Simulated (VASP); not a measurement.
## C: single point with PBE+D3(BJ)

The system is C.

```
C
1.0
     0.00000    3.73681    3.73681
     3.73681    0.00000    3.73681
     3.73681    3.73681    0.00000
C
16
Cartesian
  0.3046 -0.1239 -0.1666
  1.3410 0.7777 0.7895
  2.4534 1.8010 0.1852
  3.2750 2.6971 0.9629
  2.2249 -0.2076 1.9896
  3.0347 0.7271 2.8266
  4.0621 1.7002 1.9851
  5.0731 2.8626 3.0898
  0.4563 1.6030 1.8830
  1.3514 2.6190 2.5758
  2.1910 3.5457 1.8454
  3.0707 4.6419 2.8288
  2.1670 1.6054 3.6350
  3.0570 2.4852 4.5582
  4.1092 3.6474 3.9162
  5.0153 4.6545 4.7709
```

- Program: VASP 6.6.1
- Task: single point
- Functional: PBE
- Dispersion: D3(BJ)
- Potentials or basis: VASP PAW PBE potentials, release 64 (C)
- Cutoff: 520 eV
- k mesh: 3 × 3 × 3
- Occupations: fermi-dirac, width 0.3 eV
- Spin: no spin polarisation
- Dipole correction: no
- Further INCAR settings: LREAL = Auto; ALGO = Normal; EDIFF = 1e-06; NBANDS = 46

```
Pressure                   : -38.3 GPa
Largest force              : 8.327 eV/Å
Band gap on the k mesh     : 1.43 eV, direct
Dispersion energy per atom : -0.167 eV
```

Forces in eV/Å, atoms in the order of the input:
```
C    3.569 -1.075  3.678
C   -0.164 -0.391  4.575
C   -6.590 -1.832 -4.749
C   -0.001  0.539  1.626
C   -2.162 -0.748 -3.810
C    3.672  0.268 -2.480
C    1.546  2.986 -0.266
C   -0.017 -4.195 -3.906
C   -3.492  1.062 -4.030
C   -3.380 -1.179  4.624
C    2.978  4.162 -0.183
C    4.682 -2.841  0.663
C   -0.170  4.141  2.966
C    3.348  3.705  4.269
C   -2.446 -0.503 -2.135
C   -1.374 -4.099 -0.842
```

Stress tensor (GPa, compression positive):
```
-36.68  -1.70   4.37
 -1.70 -36.78  -0.72
  4.37  -0.72 -41.46
```

Levels at points of the mesh, in eV from the valence-band top:
| k point | band 29 | band 30 | band 31 | band 32 | band 33 | band 34 | band 35 | band 36 |
| --- | --- | --- | --- | --- | --- | --- | --- | --- |
| (0.00, 0.00, 0.00) | -2.72 | -1.75 | -1.49 | 0.00 | 1.43 | 1.85 | 1.93 | 2.20 |

Run time: 72 s on 1 thread of Intel(R) Xeon(R) 6975P-C (Granite Rapids) (shared host), peak memory 0.24 GiB.

Caveat: the k points lie up to 0.49 Å⁻¹ apart; forces of over 1 eV/Å act on the atoms, so gaps and moduli don't describe the material at rest. A hybrid or GW would open this gap; PBE tends to underestimate it.
